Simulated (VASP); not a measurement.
Set up this calculation in VASP 6.6.1, as the native input.

```
Task                   : single point
Functional             : PBE
Potentials or basis    : VASP PAW PBE potentials, release 64 (Mg, Sn_d)
Cutoff                 : 600 eV
k mesh                 : 10 × 10 × 10
Occupations            : gaussian, width 0.05 eV
Spin                   : no spin polarisation
Dipole correction      : no
Further INCAR settings : ALGO = Normal; EDIFF = 1e-06; NBANDS = 16
```

The structure of Mg2Sn lies in POSCAR:

```
Mg2Sn
1.0
    0.0000000000      3.3619917603      3.3619917603
    3.3619917603      0.0000000000      3.3619917603
    3.3619917603      3.3619917603      0.0000000000
Mg Sn
2 1
Direct
    0.2500000000      0.2500000000      0.2500000000
    0.7500000000      0.7500000000      0.7500000000
    0.0000000000      0.0000000000      0.0000000000
```

One way to write it, as run:

INCAR

```
PREC = Accurate
ENCUT = 600
EDIFF = 1E-6
ISMEAR = 0
SIGMA = 0.05
LREAL = F
LASPH = T
NELM = 120
ALGO = Normal
ISIF = 2
LWAVE = F
LCHARG = F
GGA = PE
NBANDS = 16
GGA_COMPAT = F
```

KPOINTS

```
regular mesh
0
Gamma
  10 10 10
```

Potentials or basis: VASP PAW PBE potentials, release 64 (Mg, Sn_d).

Command:

```bash
$ cat potpaw_PBE.64/Mg/POTCAR potpaw_PBE.64/Sn_d/POTCAR > POTCAR
$ mpirun -np 1 vasp_std > vasp.out
```

Results of the run:

```
Pressure               : 1.8 GPa
Band gap on the k mesh : zero (bands 9 and 10 overlap by 0.13 eV)
```

Caveat: spin-orbit coupling is left out, which moves the levels of the heavy elements.

Wall time 2.6 min on 1 thread of Intel Xeon 8259CL, on a shared host, peak memory 0.28 GiB.
